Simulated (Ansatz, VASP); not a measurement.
## WS in VASP and in Ansatz

```xyz
2
Lattice="0.0000 2.6670 2.6670 2.6670 0.0000 2.6670 2.6670 2.6670 0.0000" Properties=species:S:1:pos:R:3 pbc="T T T"
W     0.0000    0.0000    0.0000
S     1.3335    1.3335    1.3335
```

Alike in both runs: functional PBE; k mesh 18 × 18 × 18; occupations gaussian, width 0.1 eV; no spin polarisation.

Ansatz relaxed the structure, and its values are those at the end. VASP's run is a single point on that final structure, the one shown.

|  | VASP | Ansatz |
| --- | --- | --- |
| version | VASP 6.6.1 | Ansatz 0.2.0 |
| potentials or method | VASP PAW PBE potentials, release 64 (W_sv, S), cutoff 520 eV | scalar-relativistic, plane waves, PAW |
| valence electrons in the cell | 20 | 20 |

Ansatz gave:

```
gap on the k mesh at the Fermi level (eV) : none
pressure (GPa)                            : 0.0
```

Problem. Estimate VASP's values.

Solution. gap on the k mesh at the Fermi level (eV): none; pressure (GPa): 0.2.

A gap of «none» marks a metal or a gap that the smearing closes. The functional is the same, so the differences come from potentials, cutoffs and numerics.

Spin-orbit coupling is off throughout.
